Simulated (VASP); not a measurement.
PdRu3Pt:

```
Ru Pd Pt
1.0
     4.68448    0.00000    0.00000
     0.00000    4.68448    0.00000
     0.00000    0.00000    4.68448
Ru Pd Pt
3 1 1
Direct
  0.00000 0.50000 0.50000
  0.50000 0.50000 0.00000
  0.50000 0.00000 0.50000
  0.00000 0.00000 0.00000
  0.50000 0.50000 0.50000
```

```yaml
Program: VASP 6.6.1
Task: relaxation of cell and atoms
Functional: PBE
Potentials_or_basis: VASP PAW PBE potentials, release 64 (Ru_pv, Pd, Pt)
Cutoff: 600 eV
k_mesh: 8 × 8 × 8
Occupations: gaussian, width 0.1 eV
Spin: collinear spin, ferromagnetic start
Starting_moments: "[1.13, 1.13, 1.13, 0.22, 0.13] μB"
```

At the start: pressure 3.6 GPa; volume 20.56 Å³/atom.

Q: Where does the relaxation end?

A: Over 3 steps the energy falls by 8.0 meV/atom and the volume is 21.29 Å³/atom (+3.6 %); space group Pm-3m (No. 221, to 0.05 Å); moment 5.49 μB per cell.

The path:
| step | energy change (eV) | largest force (eV/Å) | pressure (GPa) | volume (Å³) |
| --- | --- | --- | --- | --- |
| 1 | 0.0000 | 0.0000 | 3.61 | 102.80 |
| 2 | -0.0082 | 0.0000 | -2.92 | 109.84 |
| 3 | -0.0400 | 0.0000 | -0.01 | 106.45 |

Final structure:
```xyz
5
Lattice="4.7394 0.0000 0.0000 0.0000 4.7394 0.0000 0.0000 0.0000 4.7394" Properties=species:S:1:pos:R:3 pbc="T T T"
Ru    0.0000    2.3697    2.3697
Ru    2.3697    2.3697    0.0000
Ru    2.3697    0.0000    2.3697
Pd    0.0000    0.0000    0.0000
Pt    2.3697    2.3697    2.3697
```
